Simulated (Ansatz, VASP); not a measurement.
## One calculation of AlOs3, two programs

File INCAR:

```
SYSTEM = AlOs3
  PREC = Accurate
  ENCUT = 600
  EDIFF = 1E-7
  ISMEAR = 0
  SIGMA = 0.1
  LREAL = .False.
  LASPH = .True.
  NELM = 100
  ALGO = Normal
  ISIF = 3
  LWAVE = .False.
  LCHARG = .False.
  GGA = PE
  IBRION = 2
  NSW = 90
  EDIFFG = -0.04
```

Contents of KPOINTS:

```
Automatic mesh
0
Gamma
  4 4 4
  0 0 0
```

Contents of POSCAR:

```
AlOs3
1.0
    3.7733892234      0.0000000000      0.0000000000
    0.0000000000      3.7733892234      0.0000000000
    0.0000000000      0.0000000000      3.7733892234
Al Os
1 3
Direct
    0.0000000000      0.0000000000      0.0000000000
    0.0000000000      0.5000000000      0.5000000000
    0.5000000000      0.0000000000      0.5000000000
    0.5000000000      0.5000000000      0.0000000000
```

Input for Ansatz:

```yaml
crystal:
  lattice:
    - [3.7733892234, 0.0, 0.0]
    - [0.0, 3.7733892234, 0.0]
    - [0.0, 0.0, 3.7733892234]
  atoms:
    - { symbol: Al, position: [0.0, 0.0, 0.0] }
    - { symbol: Os, position: [0.0, 0.5, 0.5] }
    - { symbol: Os, position: [0.5, 0.0, 0.5] }
    - { symbol: Os, position: [0.5, 0.5, 0.0] }
basis:
  ecutwfc: 420
kpoints:
  mp_grid: { grid: [4, 4, 4] }
hamiltonian:
  xc: pbe
scf:
  occupations: { method: gaussian, width: 0.1 }
  lower_state_search: "off"
output:
  forces: true
  stress: true
  eigenvalues: true
relax:
  adjacent_minimum: "off"
  f_tol: 0.04
  max_steps: 70
  cell: { stress_tol: 0.4 }
```

Alike in both runs: task relaxation of cell and atoms; functional PBE; k mesh 4 × 4 × 4; occupations gaussian, width 0.1 eV; no spin polarisation.

```csv
,VASP,Ansatz
version,VASP 6.6.1,Ansatz 0.2.0
potentials or method,"VASP PAW PBE potentials, release 64 (Al, Os), cutoff 600 eV","scalar-relativistic, plane waves, PAW"
valence electrons in the cell,27,51
```

Ansatz gave:

* gap on the k mesh at the Fermi level, each at its own relaxed structure (eV): none
* relaxed volume (Å³/atom): 14.41
* relaxed length of the cell vector where the two differ most in proportion (Å): 3.862

**Question.** Estimate VASP's values.

**Answer.** gap on the k mesh at the Fermi level, each at its own relaxed structure (eV): none; relaxed volume (Å³/atom): 14.44; relaxed length of the cell vector where the two differ most in proportion (Å): 3.865.

A gap of «none» marks a metal or a gap that the smearing closes. VASP's potentials hold 27 valence electrons a cell and Ansatz's 51, so a difference there can come from the potentials and not from the codes.

The k mesh is coarse, so the values compare programs but aren't converged. Neither program's run includes spin-orbit coupling.
